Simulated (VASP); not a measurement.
# Lu (P6_3/mmc) in VASP: notebook, part 3 of 3

VASP 6.6.1. The steps go on from the part before.

## Step 5: Single point, r2SCAN

This run uses another cell than the first one, of 28.94 Å³/atom, 1.448 times its volume.

File POSCAR:

```
Lu
1.0
    3.4645918896      0.0000000000      0.0000000000
   -1.7322959448      3.0004245901      0.0000000000
    0.0000000000      0.0000000000      5.5685969064
Lu
2
Direct
    0.3333333333      0.6666666667      0.2500000000
    0.6666666667      0.3333333333      0.7500000000
```

File INCAR.step1:

```
SYSTEM = Lu
ALGO = Normal
EDIFF = 1E-4
ENCUT = 520
GGA = PE
ISMEAR = 0
LASPH = .True.
LCHARG = .False.
LREAL = .False.
LWAVE = .True.
NBANDS = 32
NELM = 80
PREC = Accurate
SIGMA = 0.05
```

File INCAR.step2:

```
SYSTEM = Lu
ALGO = Normal
EDIFF = 1E-6
ENCUT = 520
ISIF = 2
ISMEAR = 0
ISTART = 1
LASPH = .True.
LCHARG = .True.
LELF = .True.
LMIXTAU = .True.
LREAL = .False.
LVHAR = .True.
LWAVE = .False.
METAGGA = R2SCAN
NBANDS = 32
NELM = 80
PREC = Accurate
SIGMA = 0.05
```

File KPOINTS:

```
k-points
0
Gamma
  6 6 3
  0 0 0
```

Potentials or basis: VASP PAW PBE potentials, release 64 (Lu).

Run with:

```
$ cat potpaw_PBE.64/Lu/POTCAR > POTCAR
$ cp INCAR.step1 INCAR
$ mpirun -np 1 vasp_std > vasp.out
$ cp INCAR.step2 INCAR
$ mpirun -np 1 vasp_std > vasp.out
```

OUTCAR:

```text
SYSTEM = Lu
   EDIFF = 1E-6
   ENCUT = 520
   ISIF = 2
   ISMEAR = 0
   ISTART = 1
   LASPH = .True.
   LREAL = .False.
   METAGGA = R2SCAN
   NELM = 80
   PREC = Accurate

 ion  position               nearest neighbor table
   1  0.333  0.667  0.250-   2 3.43   2 3.43   2 3.43   2 3.43   2 3.43   2 3.43
   2  0.667  0.333  0.750-   1 3.43   1 3.43   1 3.43   1 3.43   1 3.43   1 3.43

  LATTYP: Found a hexagonal cell.
 ALAT       =     3.4645918896
 C/A-ratio  =     1.6072879819

  Lattice vectors:

 A1 = (   3.4645918896,   0.0000000000,   0.0000000000)
 A2 = (  -1.7322959448,   3.0004245901,   0.0000000000)
 A3 = (   0.0000000000,   0.0000000000,   5.5685969064)

Analysis of symmetry for initial positions (statically):
=====================================================================
 Subroutine PRICEL returns:
 Original cell was already a primitive cell.

 Routine SETGRP: Setting up the symmetry group for a
 hexagonal supercell.

 Subroutine GETGRP returns: Found 24 space group operations
 (whereof 12 operations were pure point group operations)
 out of a pool of 24 trial point group operations.

The static configuration has the point symmetry D_3d.
 The point group associated with its full space group is D_6h.

Analysis of symmetry for dynamics (positions and initial velocities):
=====================================================================
 Subroutine PRICEL returns:
 Original cell was already a primitive cell.

 Routine SETGRP: Setting up the symmetry group for a
 hexagonal supercell.

 Subroutine GETGRP returns: Found 24 space group operations
 (whereof 12 operations were pure point group operations)
 out of a pool of 24 trial point group operations.

The dynamic configuration has the point symmetry D_3d.
 The point group associated with its full space group is D_6h.

 Subroutine INISYM returns: Found 24 space group operations
 (whereof 12 operations are pure point group operations),
 and found     1 'primitive' translations

[... 99 lines left out ...]
   EFERMI_NEDOS =   21; number of points for ismear=-14 and -15
   IALGO  =     38    algorithm
   IMIX   =      4    mixing-type and parameters
     AMIX     =   0.40;   BMIX     =  1.00
     AMIX_MAG =   1.60;   BMIX_MAG =  1.00
  volume/ion in A,a.u.               =      28.94       195.32
  Fermi-wavevector in a.u.,A,eV,Ry     =   1.559090  2.946254 33.072538  2.430763
  Thomas-Fermi vector in A             =   2.662500
   LORBIT       =      0    0 simple, 1 ext, 2 COOP (PROOUT), +10 PAW based schemes
   METAGGA = R2SCAN    functional components
   LHFCALC =     F    Hartree Fock is set to
   AEXX    =    0.0000 exact exchange contribution
   IVDW    =     0    specifies the selected vdW correction
   LEPSILON=     F    determine dielectric tensor
   LRPA    =     F    only Hartree local field effects (RPA)
 non-spin polarized calculation
 Gauss-broadening in eV      SIGMA  =   0.05
  energy-cutoff  :      520.00
  volume of cell :       57.89
 maximum number of plane-waves:      1573
 NGX is ok and might be reduce to    28
   NGX = 13   NGY = 13   NGZ = 21

 number of electron      50.0000007 magnetization

 Free energy of the ion-electron system (eV)
  ---------------------------------------------------
  ext. energy  EPLUGINS =         0.00000000
  ---------------------------------------------------
  free energy    TOTEN  =       -76.09907588 eV

  energy without entropy =      -76.09617644  energy(sigma->0) =      -76.09762616

 E-fermi :   2.1882     XC(G=0): -11.6339

 val. band max:        2.1617504839   @ k =   0.1667   0.0000   0.0000
 cond. band min:       2.2323106101   @ k =   0.1667   0.1667   0.3333
 fundamental gap:      0.0705601262
 Fermi energy:         2.1881554726

 k-point     1 :       0.0000    0.0000    0.0000
  band No.  band energies     occupation
      1     -55.6744      2.00000
      2     -55.6393      2.00000
      3     -25.9609      2.00000
      4     -25.5081      2.00000
      5     -25.5080      2.00000
      6     -25.4334      2.00000
[... 479 lines left out ...]
     31       8.1356      0.00000
     32       8.1357      0.00000

------------------------ aborting loop because EDIFF is reached ----------------------------------------

  FORCE on cell =-STRESS in cart. coord.  units (eV):
  Direction    XX          YY          ZZ          XY          YZ          ZX
  --------------------------------------------------------------------------------------
  -------------------------------------------------------------------------------------
  Total        0.1261900      0.1261900      0.0486594      0.0000000      0.0000000      0.0000000
  in kB        3.4926478      3.4926478      1.3467800      0.0000000      0.0000000      0.0000000
  external PRESSURE =       2.7773585 kB  Pullay stress =       0.0000000 kB

 VOLUME and BASIS-vectors are now :
 -----------------------------------------------------------------------------
  energy-cutoff  :      520.00
  volume of cell :       57.89
      direct lattice vectors                 reciprocal lattice vectors
     3.464591890  0.000000000  0.000000000     0.288634284  0.166643082  0.000000000
    -1.732295945  3.000424590  0.000000000     0.000000000  0.333286163  0.000000000
     0.000000000  0.000000000  5.568596906     0.000000000  0.000000000  0.179578450

 POSITION                                       TOTAL-FORCE (eV/Angst)
 -----------------------------------------------------------------------------------
     -0.00000      2.00028      1.39215         0.000000      0.000000      0.000000
      1.73230      1.00014      4.17645        -0.000000     -0.000000      0.000000
 -----------------------------------------------------------------------------------
    total drift:                                0.000000     -0.000000      0.000000

  FREE ENERGIE OF THE ION-ELECTRON SYSTEM (eV)
  ---------------------------------------------------
  free  energy   TOTEN  =       -76.0990758764 eV

  energy  without entropy=      -76.0961764355  energy(sigma->0) =      -76.09762616
```

Run time: 1.8 min. Hardware: 1 thread of Intel Xeon 6975P-C, shared host; peak memory 0.2 GiB.

What came out:

| Quantity | Value |
| --- | --- |
| Free energy | -76.0991 eV |
| Pressure | 0.3 GPa |
| Band gap on the k mesh | zero (band 25 reaches 2.85 eV, above the bottom of band 26 at 1.57 eV) |

Levels at points of the mesh, in eV from the Fermi level:
| k point | band 22 | band 23 | band 24 | band 25 | band 26 | band 27 | band 28 | band 29 |
| --- | --- | --- | --- | --- | --- | --- | --- | --- |
| (0.00, 0.00, 0.00) | -5.03 | -5.02 | -2.50 | 0.34 | 2.51 | 2.51 | 2.69 | 3.24 |
| (0.50, 0.00, 0.00) | -5.03 | -2.34 | -1.42 | -0.91 | -0.34 | 1.59 | 2.26 | 2.49 |

Caveat: the k points lie up to 0.38 Å⁻¹ apart; the PAW data sets were made with another functional, which shifts forces and pressure a little; spin-orbit coupling is left out, which moves the levels of the heavy elements.

## Step 6: Overview

```csv
cell,gap on the mesh (eV),pressure (GPa)
"a = 3.102, b = 3.102, c = 4.797 Å, angles 90.0, 90.0, 120.0°, 2 atoms",none,31.1
"a = 3.188, b = 3.188, c = 4.941 Å, angles 90.0, 90.0, 120.0°, 2 atoms",none,20.9
"a = 3.305, b = 3.305, c = 5.141 Å, angles 90.0, 90.0, 120.0°, 2 atoms",none,10.6
"a = 3.465, b = 3.465, c = 5.569 Å, angles 90.0, 90.0, 120.0°, 2 atoms",none,0.3
```

Alike in all rows: task single point; level r2SCAN; potentials or basis VASP PAW PBE potentials, release 64 (Lu); no spin polarisation; k mesh 6 × 6 × 3; cutoff (eV) 520; smearing gaussian 0.05 eV.

Caveats: all runs use coarse meshes; the PAW data sets were made with another functional, which shifts forces and pressure a little; spin-orbit coupling is left out, which moves the levels of the heavy elements.

Absolute energies hang on the potentials; compare differences alone.
